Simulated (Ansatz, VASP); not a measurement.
In in VASP and in Ansatz

```
In
1.0
    -1.60989    1.60989    2.47395
     1.60989   -1.60989    2.47395
     1.60989    1.60989   -2.47395
In
1
Direct
  0.00000 0.00000 0.00000
```

Change from the starting cell: equal xx and yy strain of -1 %.

Alike in both runs: task single point; functional LDA; k mesh 14 × 14 × 14; occupations fermi-dirac, width 0.05 eV; no spin polarisation.

|  | VASP | Ansatz |
| --- | --- | --- |
| version | VASP 6.6.1 | Ansatz 0.2.0 |
| potentials or method | VASP PAW LDA potentials, release 64 (In_d), cutoff 520 eV | all-electron LAPW, scalar-relativistic |

|  | VASP | Ansatz | Ansatz less VASP |
| --- | --- | --- | --- |
| pressure (GPa) | -1.9 | -1.9 | 0.00 |
| traceless stress, the component that is largest in VASP (GPa) | 0.14 | 0.14 | +0.005 |

LDA's correlation is that of Perdew and Zunger in VASP and of Perdew and Wang (1992) in Ansatz. Ansatz ran all-electron here, and VASP with PAW potentials.
